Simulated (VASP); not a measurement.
# BaTiO3 (Amm2) in VASP: single point with PBE

Aim: the single point of BaTiO3 with PBE.

Everything below comes from runs of VASP 6.6.1. Logs are shortened: lines on timing, memory, paths and dates and some standing lists are left out, and cuts for length are marked.

### Step 1. The cell of the first run

Symmetry: Amm2, No. 38, orthorhombic system. Conventional cell: a = 3.983 Å, b = 5.725 Å, c = 5.751 Å, α = 90.00°, β = 90.00°, γ = 90.00°. Ba (site symmetry mm2) has 12 O at 2.79 to 2.96 Å and 8 Ti at 3.43 to 3.57 Å within 3.7 Å. Within 2.5 Å of Ti (site symmetry mm2) lie 6 O at 1.87 to 2.19 Å. Within 2.5 Å of O (site symmetry m) lie 2 Ti at 1.87 to 2.19 Å. Within 2.6 Å of O (site symmetry mm2) lie 2 Ti at 2.00 Å.

### Step 2. Single point, PBE

INCAR reads:

```
SYSTEM = BaTiO3
PREC = Accurate
ENCUT = 600
EDIFF = 1E-6
ISMEAR = 0
SIGMA = 0.1
LREAL = .False.
LASPH = .True.
NELM = 120
ALGO = Normal
ISIF = 2
LWAVE = .False.
LCHARG = .False.
GGA = PE
NBANDS = 28
GGA_COMPAT = .False.
```

KPOINTS reads:

```
Automatic mesh
0
Gamma
  4 4 4
  0 0 0
```

POSCAR reads:

```
BaTiO3
1.0
    3.9833340000      0.0000000000      0.0000000000
    0.0000000000      2.8625950000      2.8753400000
    0.0000000000     -2.8625950000      2.8753400000
Ba Ti O
1 1 3
Direct
    0.0000000000      0.0034140000      0.0034140000
    0.5000000000      0.5185040000      0.5185040000
    0.5000000000      0.9784260000      0.4913520000
    0.5000000000      0.4913520000      0.9784260000
    0.0000000000      0.4882050000      0.4882050000
```

Potentials or basis: VASP PAW PBE potentials, release 64 (Ba_sv, Ti_sv, O).

Command:

```bash
cat potpaw_PBE.64/Ba_sv/POTCAR potpaw_PBE.64/Ti_sv/POTCAR potpaw_PBE.64/O/POTCAR > POTCAR
mpirun -np 1 vasp_std > vasp.out
```

OUTCAR:

```text
SYSTEM = BaTiO3
   PREC = Accurate
   ENCUT = 600
   EDIFF = 1E-6
   ISMEAR = 0
   LREAL = .False.
   LASPH = .True.
   NELM = 120
   ISIF = 2
   GGA = PE

 ion  position               nearest neighbor table
   1  0.000  0.003  0.003-   5 2.79   4 2.81   3 2.81   3 2.81   4 2.81   5 2.86   5 2.86   4 2.88
                             3 2.88   3 2.88   4 2.88   5 2.96   2 3.43   2 3.43   2 3.49   2 3.49
   2  0.500  0.519  0.519-   3 1.87   4 1.87   5 2.00   5 2.00   3 2.19   4 2.19   1 3.43   1 3.43
                             1 3.49   1 3.49   1 3.49   1 3.49   1 3.57   1 3.57
   3  0.500  0.978  0.491-   2 1.87   2 2.19   1 2.81   1 2.81   1 2.88   1 2.88
   4  0.500  0.491  0.978-   2 1.87   2 2.19   1 2.81   1 2.81   1 2.88   1 2.88
   5  0.000  0.488  0.488-   2 2.00   2 2.00   1 2.79   1 2.86   1 2.86   1 2.96

  LATTYP: Found a base centered orthorhombic cell.
 ALAT       =     5.7251900000
 B/A-ratio  =     1.0044522540
 C/A-ratio  =     0.6957557740

  Lattice vectors:

 A1 = (   0.0000000000,   2.8625950000,  -2.8753400000)
 A2 = (   0.0000000000,   2.8625950000,   2.8753400000)
 A3 = (   3.9833340000,   0.0000000000,   0.0000000000)

Analysis of symmetry for initial positions (statically):
=====================================================================
 Subroutine PRICEL returns:
 Original cell was already a primitive cell.

 Routine SETGRP: Setting up the symmetry group for a
 base centered orthorhombic supercell.

 Subroutine GETGRP returns: Found  4 space group operations
 (whereof  4 operations were pure point group operations)
 out of a pool of  8 trial point group operations.

The static configuration has the point symmetry C_2v.

Analysis of symmetry for dynamics (positions and initial velocities):
=====================================================================
 Subroutine PRICEL returns:
 Original cell was already a primitive cell.

 Routine SETGRP: Setting up the symmetry group for a
 base centered orthorhombic supercell.

 Subroutine GETGRP returns: Found  4 space group operations
 (whereof  4 operations were pure point group operations)
 out of a pool of  8 trial point group operations.

The dynamic configuration has the point symmetry C_2v.

 Subroutine INISYM returns: Found  4 space group operations
 (whereof  4 operations are pure point group operations),
 and found     1 'primitive' translations

----------------------------------------------------------------------------------------

                                     Primitive cell

  volume of cell :      65.5731

  direct lattice vectors                    reciprocal lattice vectors
     3.983334000  0.000000000  0.000000000     0.251045983  0.000000000  0.000000000
     0.000000000  2.862595000  2.875340000     0.000000000  0.174666692  0.173892479
     0.000000000 -2.862595000  2.875340000     0.000000000 -0.174666692  0.173892479

  length of vectors
     3.983334000  4.057342757  4.057342757     0.251045983  0.246469162  0.246469162

  position of ions in fractional coordinates (direct lattice)
     0.000000000  0.003414000  0.003414000
     0.500000000  0.518504000  0.518504000
     0.500000000  0.978426000  0.491352000
     0.500000000  0.491352000  0.978426000
     0.000000000  0.488205000  0.488205000

  ion indices of the primitive-cell ions
   primitive index   ion index
                 1           1
                 2           2
                 3           3
                 4           4
                 5           5

----------------------------------------------------------------------------------------

 KPOINTS: Automatic mesh

Automatic generation of k-mesh.
 Grid dimensions read from file:
 generate k-points for:    4    4    4

 Generating k-lattice:

  Cartesian coordinates                     Fractional coordinates (reciprocal lattice)
     0.062761496  0.000000000  0.000000000     0.250000000  0.000000000  0.000000000
     0.000000000  0.043666673  0.043473120     0.000000000  0.250000000  0.000000000
     0.000000000 -0.043666673  0.043473120     0.000000000  0.000000000  0.250000000

  Length of vectors
     0.062761496  0.061617290  0.061617290

  Shift w.r.t. Gamma in fractional coordinates (k-lattice)
     0.000000000  0.000000000  0.000000000

 Subroutine IBZKPT returns following result:
 ===========================================

 Found     21 irreducible k-points:

 Following reciprocal coordinates:
            Coordinates               Weight
  0.000000  0.000000  0.000000      1.000000
  0.250000  0.000000  0.000000      2.000000
  0.500000  0.000000  0.000000      1.000000
  0.000000  0.250000  0.000000      4.000000
  0.250000  0.250000  0.000000      8.000000
  0.500000  0.250000  0.000000      4.000000
[... 13 lines left out ...]
  0.250000  0.500000  0.500000      2.000000
  0.500000  0.500000  0.500000      1.000000
   k-points           NKPTS =     21   k-points in BZ     NKDIM =     21   number of bands    NBANDS=     28
   number of dos      NEDOS =    301   number of ions     NIONS =      5
   total plane-waves  NPLWV =  32768
   dimension x,y,z NGX =    32 NGY =   32 NGZ =   32
   dimension x,y,z NGXF=    64 NGYF=   64 NGZF=   64
   ions per type =               1   1   3
   NGX,Y,Z   is equivalent  to a cutoff of  13.36, 13.11, 13.11 a.u.
   NGXF,Y,Z  is equivalent  to a cutoff of  26.71, 26.22, 26.22 a.u.
 SYSTEM =  BaTiO3
   PREC   = accura    normal or accurate (medium, high low for compatibility)
   ISTART =      0    job   : 0-new  1-cont  2-samecut
   ICHARG =      2    charge: 1-file 2-atom 10-const
   ISPIN  =      1    spin polarized calculation?
   LNONCOLLINEAR =      F non collinear calculations
   LSORBIT =      F    spin-orbit coupling
   LASPH  =      T    aspherical Exc in radial PAW
   ENCUT  =  600.0 eV  44.10 Ry    6.64 a.u.   7.96  8.10  8.10*2*pi/ulx,y,z
   NELM   =    120;   NELMIN=  2; NELMDL= -5     # of ELM steps
   EDIFF  = 0.1E-05   stopping-criterion for ELM
   LREAL  =      F    real-space projection
   EDIFFG = 0.1E-04   stopping-criterion for IOM
   NSW    =      0    number of steps for IOM
   IBRION =     -1    ionic relax: 0-MD 1-quasi-New 2-CG
   NFREE  =      0    steps in history (QN), initial steepest desc. (CG)
   ISIF   =      2    stress and relaxation
   ISYM   =      2    0-nonsym 1-usesym 2-fastsym
   POTIM  = 0.5000    time-step for ionic-motion
   TEBEG  =    0.0;   TEEND  =   0.0 temperature during run
   PSTRESS=    0.0 pullay stress
   NELECT =      40.0000    total number of electrons
   NUPDOWN=      -1.0000    fix difference up-down
   EMIN   =  10.00;   EMAX   =-10.00  energy-range for DOS
   EFERMI =   0.00;   METHOD = LEGACY
   ISMEAR =     0;   SIGMA  =   0.10  broadening in eV -4-tet -1-fermi 0-gaus
   EFERMI_NEDOS =   21; number of points for ismear=-14 and -15
   IALGO  =     38    algorithm
   IMIX   =      4    mixing-type and parameters
     AMIX     =   0.40;   BMIX     =  1.00
     AMIX_MAG =   1.60;   BMIX_MAG =  1.00
  volume/ion in A,a.u.               =      13.11        88.50
  Fermi-wavevector in a.u.,A,eV,Ry     =   1.388416  2.623725 26.227930  1.927698
  Thomas-Fermi vector in A             =   2.512544
   LORBIT       =      0    0 simple, 1 ext, 2 COOP (PROOUT), +10 PAW based schemes
   GGA     = PE    functional components
   LHFCALC =     F    Hartree Fock is set to
   AEXX    =    0.0000 exact exchange contribution
   IVDW    =     0    specifies the selected vdW correction
   LEPSILON=     F    determine dielectric tensor
   LRPA    =     F    only Hartree local field effects (RPA)
 non-spin polarized calculation
 Gauss-broadening in eV      SIGMA  =   0.10
  energy-cutoff  :      600.00
  volume of cell :       65.57
 maximum number of plane-waves:      2240
 NGX is ok and might be reduce to    32
   NGX = 15   NGY = 17   NGZ = 17

 number of electron      39.9999988 magnetization

 Free energy of the ion-electron system (eV)
  ---------------------------------------------------
  ext. energy  EPLUGINS =         0.00000000
  ---------------------------------------------------
  free energy    TOTEN  =       -40.03701657 eV

  energy without entropy =      -40.03701657  energy(sigma->0) =      -40.03701657

 E-fermi :   4.0785     XC(G=0): -11.1237

 val. band max:        3.6604753972   @ k =   0.5000   0.5000   0.5000
 cond. band min:       5.8087818096   @ k =   0.0000   0.0000   0.0000
 fundamental gap:      2.1483064123
 Fermi energy:         4.0785209489

 k-point     1 :       0.0000    0.0000    0.0000
  band No.  band energies     occupation
      1     -52.7859      2.00000
      2     -29.0458      2.00000
      3     -29.0446      2.00000
      4     -28.9911      2.00000
      5     -21.2493      2.00000
      6     -13.1756      2.00000
[... 20 lines left out ...]
     27       8.7716      0.00000
     28      10.7454      0.00000

 k-point     2 :       0.2500    0.0000    0.0000
  band No.  band energies     occupation
      1     -52.7853      2.00000
      2     -29.0448      2.00000
      3     -29.0436      2.00000
      4     -29.0186      2.00000
      5     -21.1925      2.00000
      6     -13.2359      2.00000
[... 20 lines left out ...]
     27       9.7610      0.00000
     28      11.8870      0.00000

 k-point     3 :       0.5000    0.0000    0.0000
  band No.  band energies     occupation
      1     -52.7848      2.00000
      2     -29.0458      2.00000
      3     -29.0436      2.00000
      4     -29.0425      2.00000
      5     -21.1342      2.00000
      6     -13.3763      2.00000
[... 20 lines left out ...]
     27      11.1707      0.00000
     28      11.7476      0.00000

 k-point     4 :       0.0000    0.2500    0.0000
  band No.  band energies     occupation
      1     -52.7855      2.00000
      2     -29.0676      2.00000
      3     -29.0443      2.00000
      4     -28.9903      2.00000
      5     -21.1995      2.00000
      6     -13.2314      2.00000
[... 20 lines left out ...]
     27       9.7907      0.00000
     28      11.9395      0.00000

 k-point     5 :       0.2500    0.2500    0.0000
  band No.  band energies     occupation
      1     -52.7849      2.00000
      2     -29.0662      2.00000
      3     -29.0433      2.00000
      4     -29.0174      2.00000
      5     -21.1517      2.00000
      6     -13.1342      2.00000
[... 20 lines left out ...]
     27      10.7745      0.00000
     28      12.0378      0.00000

 k-point     6 :       0.5000    0.2500    0.0000
  band No.  band energies     occupation
      1     -52.7844      2.00000
      2     -29.0647      2.00000
      3     -29.0444      2.00000
      4     -29.0422      2.00000
      5     -21.1028      2.00000
      6     -13.1369      2.00000
[... 370 lines left out ...]
      5     -21.0730      2.00000
      6     -12.8983      2.00000
[... 20 lines left out ...]
     27      11.6004      0.00000
     28      11.8850      0.00000

 k-point    19 :       0.0000    0.5000    0.5000
  band No.  band energies     occupation
      1     -52.7842      2.00000
      2     -29.0872      2.00000
      3     -29.0862      2.00000
      4     -28.9879      2.00000
      5     -21.0832      2.00000
      6     -12.7817      2.00000
[... 20 lines left out ...]
     27      11.5455      0.00000
     28      13.3515      0.00000

 k-point    20 :       0.2500    0.5000    0.5000
  band No.  band energies     occupation
      1     -52.7837      2.00000
      2     -29.0859      2.00000
      3     -29.0849      2.00000
      4     -29.0144      2.00000
      5     -21.0491      2.00000
      6     -12.5202      2.00000
[... 20 lines left out ...]
     27      11.6527      0.00000
     28      11.9255      0.00000

 k-point    21 :       0.5000    0.5000    0.5000
  band No.  band energies     occupation
      1     -52.7832      2.00000
      2     -29.0845      2.00000
      3     -29.0837      2.00000
      4     -29.0408      2.00000
      5     -21.0146      2.00000
      6     -12.3588      2.00000
[... 20 lines left out ...]
     27      11.4352      0.00000
     28      11.5021      0.00000

------------------------ aborting loop because EDIFF is reached ----------------------------------------

  FORCE on cell =-STRESS in cart. coord.  units (eV):
  Direction    XX          YY          ZZ          XY          YZ          ZX
  --------------------------------------------------------------------------------------
  -------------------------------------------------------------------------------------
  Total        1.1360310      1.2106678      1.1978623      0.0000000      0.0000000      0.0000000
  in kB       27.7571548     29.5807888     29.2679056      0.0000000      0.0000000      0.0000000
  external PRESSURE =      28.8686164 kB  Pullay stress =       0.0000000 kB

 VOLUME and BASIS-vectors are now :
 -----------------------------------------------------------------------------
  energy-cutoff  :      600.00
  volume of cell :       65.57
      direct lattice vectors                 reciprocal lattice vectors
     3.983334000  0.000000000  0.000000000     0.251045983  0.000000000  0.000000000
     0.000000000  2.862595000  2.875340000     0.000000000  0.174666692  0.173892479
     0.000000000 -2.862595000  2.875340000     0.000000000 -0.174666692  0.173892479

 POSITION                                       TOTAL-FORCE (eV/Angst)
 -----------------------------------------------------------------------------------
      0.00000      0.00000      0.01963         0.000000      0.000000      0.018843
      1.99167      0.00000      2.98175         0.000000      0.000000      0.125925
      1.99167      1.39430      4.22611         0.000000      0.032582     -0.040012
      1.99167     -1.39430      4.22611         0.000000     -0.032582     -0.040012
      0.00000      0.00000      2.80751         0.000000      0.000000     -0.064743
 -----------------------------------------------------------------------------------
    total drift:                                0.000000     -0.000000     -0.000326

  FREE ENERGIE OF THE ION-ELECTRON SYSTEM (eV)
  ---------------------------------------------------
  free  energy   TOTEN  =       -40.0370165736 eV

  energy  without entropy=      -40.0370165736  energy(sigma->0) =      -40.03701657
```

It took 67 s on 1 thread of Intel Xeon 8259CL, shared host; peak memory 0.2 GiB.

What came out:

```
Free energy            : -40.0370 eV
Pressure               : 2.9 GPa
Largest force          : 0.126 eV/Å
Band gap on the k mesh : 2.15 eV, indirect (least direct gap 2.57 eV)
```

Forces on the atoms (eV/Å):
```
Ba   0.000  0.000  0.019
Ti   0.000  0.000  0.126
O    0.000  0.033 -0.040
O    0.000 -0.033 -0.040
O    0.000  0.000 -0.065
```

Stress tensor (GPa, compression positive):
```
2.78 0.00 0.00
0.00 2.96 0.00
0.00 0.00 2.93
```

Caveat: spin-orbit coupling is left out, which moves the levels of the heavy elements. A k mesh can miss the band edges.
